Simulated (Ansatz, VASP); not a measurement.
**Pt in VASP and in Ansatz**

```
Pt
1.0
     0.00000    1.98557    1.98557
     1.98557    0.00000    1.98557
     1.98557    1.98557    0.00000
Pt
1
Cartesian
  0.0000 0.0000 0.0000
```

Alike in both runs: functional PBE; k mesh 17 × 17 × 17; occupations fermi-dirac, width 0.08 eV; no spin polarisation.

Ansatz relaxed the structure, and its values are those at the end. VASP's run is a single point on that final structure, the one shown.

|  | VASP | Ansatz |
| --- | --- | --- |
| version | VASP 6.6.1 | Ansatz 0.2.0 |
| potentials or method | VASP PAW PBE potentials, release 64 (Pt) | PAW with Ansatz's default frozen-core files, scalar-relativistic |
| plane-wave cutoff (eV) | 520 | 420 |
| valence electrons in the cell | 10 | 18 |

Ansatz gave:

| Property | Result |
| --- | --- |
| pressure (GPa) | 0.0 |

Problem. What did VASP give for the same quantities?

Solution. Pressure (GPa): -0.5.

With one functional, cell and mesh, what is left measures potentials, basis and numerics. VASP's potentials hold 10 valence electrons a cell and Ansatz's 18, so a difference there can come from the potentials and not from the codes.

Spin-orbit coupling is off throughout.
